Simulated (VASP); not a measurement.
# Au (Im-3m) in VASP: settings compared, part 3 of 3

VASP 6.6.1. The steps go on from the part before.

## (5) Single point, r2SCAN, non-collinear spin, zero start, spin-orbit coupling

Contents of POSCAR:

```
Au
1.0
   -1.6572690000      1.6572690000      1.6572690000
    1.6572690000     -1.6572690000      1.6572690000
    1.6572690000      1.6572690000     -1.6572690000
Au
1
Direct
    0.0000000000      0.0000000000      0.0000000000
```

Contents of INCAR.step1:

```
ALGO = Normal
EDIFF = 1E-4
ENCUT = 520
GGA = PE
GGA_COMPAT = False
ISMEAR = -1
LASPH = True
LCHARG = False
LMAXMIX = 4
LREAL = False
LSORBIT = True
LWAVE = True
MAGMOM = 0 0 0
NBANDS = 22
NELM = 150
PREC = Accurate
SIGMA = 0.05
```

Contents of INCAR.step2:

```
ALGO = Normal
EDIFF = 1E-6
ENCUT = 520
GGA_COMPAT = False
ISIF = 2
ISMEAR = -1
ISTART = 1
LASPH = True
LCHARG = False
LMAXMIX = 4
LMIXTAU = True
LORBIT = 11
LORBMOM = True
LREAL = False
LSORBIT = True
LWAVE = False
MAGMOM = 0 0 0
METAGGA = R2SCAN
NBANDS = 22
NELM = 150
PREC = Accurate
SIGMA = 0.05
```

Contents of KPOINTS:

```
k-points
0
Gamma
  8 8 8
```

Potentials or basis: VASP PAW PBE potentials, release 64 (Au).

Run with:

```console
cat potpaw_PBE.64/Au/POTCAR > POTCAR
cp INCAR.step1 INCAR
mpirun -np 1 vasp_ncl > vasp.out
cp INCAR.step2 INCAR
mpirun -np 1 vasp_ncl > vasp.out
```

OUTCAR:

```text
EDIFF = 1E-6
   ENCUT = 520
   ISIF = 2
   ISMEAR = -1
   ISTART = 1
   LASPH = True
   LORBIT = 11
   LREAL = False
   LSORBIT = True
   METAGGA = R2SCAN
   NELM = 150
   PREC = Accurate

 ion  position               nearest neighbor table
   1  0.000  0.000  0.000-

  LATTYP: Found a body centered cubic cell.
 ALAT       =     3.3145380000

  Lattice vectors:

 A1 = (  -1.6572690000,   1.6572690000,   1.6572690000)
 A2 = (   1.6572690000,  -1.6572690000,   1.6572690000)
 A3 = (   1.6572690000,   1.6572690000,  -1.6572690000)

Analysis of symmetry for initial positions (statically):
=====================================================================
 Subroutine PRICEL returns:
 Original cell was already a primitive cell.

 Routine SETGRP: Setting up the symmetry group for a
 body centered cubic supercell.

 Subroutine GETGRP returns: Found 48 space group operations
 (whereof 48 operations were pure point group operations)
 out of a pool of 48 trial point group operations.

The static configuration has the point symmetry O_h .

Analysis of symmetry for dynamics (positions and initial velocities):
=====================================================================
 Subroutine PRICEL returns:
 Original cell was already a primitive cell.

 Routine SETGRP: Setting up the symmetry group for a
 body centered cubic supercell.

 Subroutine GETGRP returns: Found 48 space group operations
 (whereof 48 operations were pure point group operations)
 out of a pool of 48 trial point group operations.

The dynamic configuration has the point symmetry O_h .

Analysis of structural, dynamic, and magnetic symmetry:
=====================================================================
 Subroutine PRICEL returns:
 Original cell was already a primitive cell.

 Routine SETGRP: Setting up the symmetry group for a
 body centered cubic supercell.
[... 767 lines left out ...]
  Total       -0.6343090     -0.6343090     -0.6343090     -0.0000000     -0.0000000      0.0000000
  in kB      -55.8177665    -55.8177665    -55.8177665     -0.0000000     -0.0000000      0.0000000
  external PRESSURE =     -55.8177665 kB  Pullay stress =       0.0000000 kB

 VOLUME and BASIS-vectors are now :
 -----------------------------------------------------------------------------
  energy-cutoff  :      520.00
  volume of cell :       18.21
      direct lattice vectors                 reciprocal lattice vectors
    -1.657269000  1.657269000  1.657269000     0.000000000  0.301701172  0.301701172
     1.657269000 -1.657269000  1.657269000     0.301701172  0.000000000  0.301701172
     1.657269000  1.657269000 -1.657269000     0.301701172  0.301701172  0.000000000

 POSITION                                       TOTAL-FORCE (eV/Angst)
 -----------------------------------------------------------------------------------
      0.00000      0.00000      0.00000         0.000000     -0.000000      0.000000
 -----------------------------------------------------------------------------------
    total drift:                                0.000000      0.000000      0.000000

  FREE ENERGIE OF THE ION-ELECTRON SYSTEM (eV)
  ---------------------------------------------------
  free  energy   TOTEN  =       -50.7949931529 eV

  energy  without entropy=      -50.7859599265  energy(sigma->0) =      -50.79047654

 orbital moment (x)

 # of ion     p       d       tot
 ----------------------------------------
  1         0.000   0.000   0.000
 ----------------------------------------
            0.000   0.000   0.000

 orbital moment (y)

 # of ion     p       d       tot
 ----------------------------------------
  1         0.000   0.000   0.000
 ----------------------------------------
            0.000   0.000   0.000

 orbital moment (z)

 # of ion     p       d       tot
 ----------------------------------------
  1         0.000   0.000   0.000
 ----------------------------------------
            0.000   0.000   0.000

 Spin-Orbit-Coupling matrix elements

 Ion:    1  E_soc:     -0.5409889
 l=   1
     0.0000000    -0.0223017    -0.0223017
    -0.0223017     0.0000000    -0.0223017
    -0.0223017    -0.0223017     0.0000000
 l=   2
     0.0000000    -0.0142878     0.0000000    -0.0142878    -0.0535753
    -0.0142878     0.0000000    -0.0401815    -0.0142878    -0.0133938
     0.0000000    -0.0401815     0.0000000    -0.0401815     0.0000000
    -0.0142878    -0.0142878    -0.0401815     0.0000000    -0.0133938
    -0.0535753    -0.0133938     0.0000000    -0.0133938     0.0000000
 l=   3
     0.0000000     0.0000000     0.0000000     0.0000000     0.0000000     0.0000000     0.0000000
     0.0000000     0.0000000     0.0000000     0.0000000     0.0000000     0.0000000     0.0000000
     0.0000000     0.0000000     0.0000000     0.0000000     0.0000000     0.0000000     0.0000000
     0.0000000     0.0000000     0.0000000     0.0000000     0.0000000     0.0000000     0.0000000
     0.0000000     0.0000000     0.0000000     0.0000000     0.0000000     0.0000000     0.0000000
     0.0000000     0.0000000     0.0000000     0.0000000     0.0000000     0.0000000     0.0000000
     0.0000000     0.0000000     0.0000000     0.0000000     0.0000000     0.0000000     0.0000000

 total charge

# of ion       s       p       d       tot
------------------------------------------
    1        0.543   0.318   8.750   9.611

 magnetization (x)

# of ion       s       p       d       tot
------------------------------------------
    1        0.000   0.000   0.000   0.000

 magnetization (y)

# of ion       s       p       d       tot
------------------------------------------
    1       -0.000   0.000  -0.000  -0.000

 magnetization (z)

# of ion       s       p       d       tot
------------------------------------------
    1        0.000   0.000   0.000   0.000
```

OUTCAR.step1:

```text
EDIFF = 1E-4
   ENCUT = 520
   GGA = PE
   ISMEAR = -1
   LASPH = True
   LREAL = False
   LSORBIT = True
   NELM = 150
[... 858 lines left out ...]
     0.0000000     0.0000000     0.0000000     0.0000000     0.0000000     0.0000000     0.0000000
     0.0000000     0.0000000     0.0000000     0.0000000     0.0000000     0.0000000     0.0000000
     0.0000000     0.0000000     0.0000000     0.0000000     0.0000000     0.0000000     0.0000000
     0.0000000     0.0000000     0.0000000     0.0000000     0.0000000     0.0000000     0.0000000
     0.0000000     0.0000000     0.0000000     0.0000000     0.0000000     0.0000000     0.0000000
     0.0000000     0.0000000     0.0000000     0.0000000     0.0000000     0.0000000     0.0000000

=======================================================================

 ========================================================
```

OSZICAR.step1:

```text
N       E                     dE             d eps       ncg     rms          rms(c)
DAV:   1     0.631292618430E+02    0.63129E+02   -0.56012E+03  1292   0.956E+02
DAV:   2    -0.244459792324E+01   -0.65574E+02   -0.61172E+02  1498   0.229E+02
DAV:   3    -0.375326084449E+01   -0.13087E+01   -0.13026E+01  1516   0.321E+01
DAV:   4    -0.375954003724E+01   -0.62792E-02   -0.62787E-02  1426   0.241E+00
DAV:   5    -0.375960548640E+01   -0.65449E-04   -0.65448E-04  1462   0.260E-01    0.884E+00
DAV:   6    -0.346739782506E+01    0.29221E+00   -0.48296E-01  1396   0.799E+00    0.573E+00
DAV:   7    -0.344996226503E+01    0.17436E-01   -0.36886E-02  1408   0.219E+00    0.310E+00
DAV:   8    -0.344785634417E+01    0.21059E-02   -0.11919E-03  1438   0.286E-01    0.134E+00
DAV:   9    -0.344771745023E+01    0.13889E-03   -0.15782E-04  1374   0.121E-01    0.104E-01
DAV:  10    -0.344771834717E+01   -0.89695E-06   -0.88558E-06   800   0.331E-02
   1 F= -.34477183E+01 E0= -.34430329E+01  d E =-.937087E-02  mag=     0.0000    -0.0000    -0.0000
```

Wall time 47 s (1 thread of Intel Xeon 6975P-C (Granite Rapids), shared host); peak memory 0.22 GiB.

Results:

```yaml
Free_energy: -50.7950 eV
Pressure: -5.6 GPa
Net_moment: 0.00 μB per cell
Valence_electrons_inside_the_program's_atomic_spheres: Au 9.61
```

Moments on the atoms (μB; x, y, z):
```
Au  0.00 0.00 0.00
```

Caveat: the PAW data sets were made with another functional, which shifts forces and pressure a little.

## (6) Single point, LDA (volume scaled by 0.94)

Contents of INCAR:

```
PREC = Accurate
ENCUT = 520
EDIFF = 1E-7
ISMEAR = -1
SIGMA = 0.05
LREAL = F
LASPH = T
NELM = 80
ALGO = Fast
ISIF = 2
LWAVE = F
LCHARG = F
GGA = CA
NBANDS = 12
```

Contents of KPOINTS:

```
Automatic mesh
0
Gamma
  11 11 11
```

Contents of POSCAR:

```
Au
1.0
   -1.6234376908      1.6234376908      1.6234376908
    1.6234376908     -1.6234376908      1.6234376908
    1.6234376908      1.6234376908     -1.6234376908
Au
1
Direct
    0.0000000000      0.0000000000      0.0000000000
```

Potentials or basis: VASP PAW LDA potentials, release 64 (Au).

Run with:

```console
cat potpaw_LDA.64/Au/POTCAR > POTCAR
mpirun -np 1 vasp_std > vasp.out
```

OUTCAR:

```text
PREC = Accurate
   ENCUT = 520
   EDIFF = 1E-7
   ISMEAR = -1
   LREAL = F
   LASPH = T
   NELM = 80
   ISIF = 2
   GGA = CA

 ion  position               nearest neighbor table
   1  0.000  0.000  0.000-

  LATTYP: Found a body centered cubic cell.
 ALAT       =     3.2468753816

  Lattice vectors:

 A1 = (  -1.6234376908,   1.6234376908,   1.6234376908)
 A2 = (   1.6234376908,  -1.6234376908,   1.6234376908)
 A3 = (   1.6234376908,   1.6234376908,  -1.6234376908)

[... 529 lines left out ...]
      3       5.1194      2.00000
      4       6.3636      2.00000
      5       6.5651      2.00000
      6      12.3367      0.00000
      7      12.5174      0.00000
      8      18.1803      0.00000
      9      20.7945      0.00000
     10      31.3293      0.00000
     11      32.8946      0.00000
     12      35.1823      0.00000

 [... further k-points ...]
[... 5 lines left out ...]
  --------------------------------------------------------------------------------------
  -------------------------------------------------------------------------------------
  Total       -0.4718608     -0.4718608     -0.4718608      0.0000000      0.0000000     -0.0000000
  in kB      -44.1730745    -44.1730745    -44.1730745      0.0000000      0.0000000     -0.0000000
  external PRESSURE =     -44.1730745 kB  Pullay stress =       0.0000000 kB

 VOLUME and BASIS-vectors are now :
 -----------------------------------------------------------------------------
  energy-cutoff  :      520.00
  volume of cell :       17.11
      direct lattice vectors                 reciprocal lattice vectors
    -1.623437691  1.623437691  1.623437691     0.000000000  0.307988414  0.307988414
     1.623437691 -1.623437691  1.623437691     0.307988414  0.000000000  0.307988414
     1.623437691  1.623437691 -1.623437691     0.307988414  0.307988414  0.000000000

 POSITION                                       TOTAL-FORCE (eV/Angst)
 -----------------------------------------------------------------------------------
      0.00000      0.00000      0.00000         0.000000     -0.000000      0.000000
 -----------------------------------------------------------------------------------
    total drift:                                0.000000      0.000000     -0.000000

  FREE ENERGIE OF THE ION-ELECTRON SYSTEM (eV)
  ---------------------------------------------------
  free  energy   TOTEN  =        -4.4106749304 eV

  energy  without entropy=       -4.4051143246  energy(sigma->0) =       -4.40789463
```

Run time: 7.8 s. Hardware: 1 thread of Intel Xeon Platinum 8488C (Sapphire Rapids), shared host; peak memory 0.13 GiB.

What came out:

| Quantity | Value |
| --- | --- |
| Free energy | -4.4107 eV |
| Pressure | -4.4 GPa |

Caveat: the cell differs from its parent crystal (volume scaled by 0.94); spin-orbit coupling is left out, which moves the levels of the heavy elements.

## (7) The runs side by side

```tsv
task	level	potentials or basis	spin	cell	k mesh	cutoff (eV)	gap on the mesh (eV)	pressure (GPa)	relaxed volume (Å³/atom)
relaxation of cell and atoms	RPBE	VASP PAW PBE potentials, release 64 (Au)	off	relaxed from a = 2.870 Å, angles 109.5°, 1 atom	11 × 11 × 11	600	none	0.0	18.61
relaxation of cell and atoms	revPBE	VASP PAW PBE potentials, release 64 (Au)	off	relaxed from a = 2.870 Å, angles 109.5°, 1 atom	11 × 11 × 11	600	none	0.0	18.45
relaxation of cell and atoms	BLYP	VASP PAW PBE potentials, release 64 (Au)	off	relaxed from a = 2.870 Å, angles 109.5°, 1 atom	11 × 11 × 11	600	none	0.1	19.65
single point	r2SCAN	VASP PAW PBE potentials, release 64 (Au)	non-collinear, zero start, SOC	a = 2.870 Å, angles 109.5°, 1 atom	8 × 8 × 8	520	-	-5.6	-
single point	LDA	VASP PAW LDA potentials, release 64 (Au)	off	a = 2.812 Å, angles 109.5°, 1 atom	11 × 11 × 11	520	none	-4.4	-
```

Alike in all rows: smearing fermi-dirac 0.05 eV.

Caveats: the PAW data sets were made with another functional, which shifts forces and pressure a little (some runs); spin-orbit coupling is left out, which moves the levels of the heavy elements (some runs).

Absolute energies hang on the potentials; compare differences alone.
